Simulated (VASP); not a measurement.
A run of VASP 6.6.1:

The input INCAR:

```
SYSTEM = ZrH2
PREC = Accurate ; ENCUT = 520
EDIFF = 1E-6 ; ISMEAR = 0
SIGMA = 0.1 ; LREAL = .False.
LASPH = .True. ; NELM = 80
ALGO = Normal ; ISIF = 2
LWAVE = .False. ; LCHARG = .True.
GGA = PE ; LELF = .True.
LVHAR = .True. ; NBANDS = 23
```

File KPOINTS:

```
regular mesh
0
Gamma
  4 4 4
  0 0 0
```

Contents of POSCAR:

```
ZrH2
1.0
    4.0589902000      0.0000000000      0.0000000000
    0.0000000000      4.0589902000      0.0000000000
    0.0000000000      0.0000000000      4.8099428500
Zr H
2 4
Direct
    0.5000000000      0.5000000000      0.5481976500
    0.5000000000      0.5000000000      0.0481976500
    0.8396427100      0.5000000000      0.8007508700
    0.1603572900      0.5000000000      0.8007508700
    0.5000000000      0.8396427100      0.3007508700
    0.5000000000      0.1603572900      0.3007508700
```

Potentials or basis: VASP PAW PBE potentials, release 64 (Zr_sv, H).

The run is started by

```bash
$ cat potpaw_PBE.64/Zr_sv/POTCAR potpaw_PBE.64/H/POTCAR > POTCAR
$ mpirun -np 1 vasp_std > vasp.out
```

Hardware: 1 thread of AMD EPYC 7R13 Processor (Zen 3) (shared host).

Q: Estimate the wall time of this run.

A: Wall time 25 s on 1 thread of AMD EPYC 7R13 Processor (Zen 3), on a shared host, peak memory 0.16 GiB. Counts: scf iterations 13, k points 18.
